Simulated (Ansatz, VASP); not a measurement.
One calculation of MnF2, two programs

```
Mn F
1.0
     4.87380    0.00000    0.00000
     0.00000    4.87380    0.00000
     0.00000    0.00000    3.31070
Mn F
2 4
Direct
  0.00000 0.00000 0.00000
  0.50000 0.50000 0.50000
  0.30530 0.30530 0.00000
  0.19470 0.80530 0.50000
  0.69470 0.69470 0.00000
  0.80530 0.19470 0.50000
```

Alike in both runs: task single point; functional PBE; k mesh 6 × 6 × 8; occupations gaussian, width 0.02 eV; collinear spin.

```csv
,VASP,Ansatz
version,VASP 6.6.1,Ansatz 0.2.0
potentials or method,"VASP PAW PBE potentials, release 64 (Mn_pv, F), cutoff 600 eV","scalar-relativistic, plane waves, PAW"
valence electrons in the cell,54,58
```

|  | VASP | Ansatz | Ansatz less VASP |
| --- | --- | --- | --- |
| gap on the k mesh at the Fermi level (eV) | 2.19 | 2.17 | -0.023 |
| least direct gap on the mesh (eV) | 2.25 | 2.23 | -0.024 |
| pressure (GPa) | 2.6 | 2.6 | +0.10 |
| traceless stress, the component that is largest in VASP (GPa) | 0.11 | 0.07 | -0.043 |
| rms of the force components (eV/Å) | 0.050 | 0.049 | -0.0011 |
| net moment per atom (μB) | 0.00 | 0.00 | 0.000 |
| size of the moment on the site where the two differ most (μB) | 4.54 | 4.15 | -0.390 |

Site moments also hang on the region over which each program counts them. Atom by atom the forces differ by 0.001 eV/Å (rms over components). With one functional, cell and mesh, what is left measures potentials, basis and numerics. VASP's potentials hold 54 valence electrons a cell and Ansatz's 58, so a difference there can come from the potentials and not from the codes.
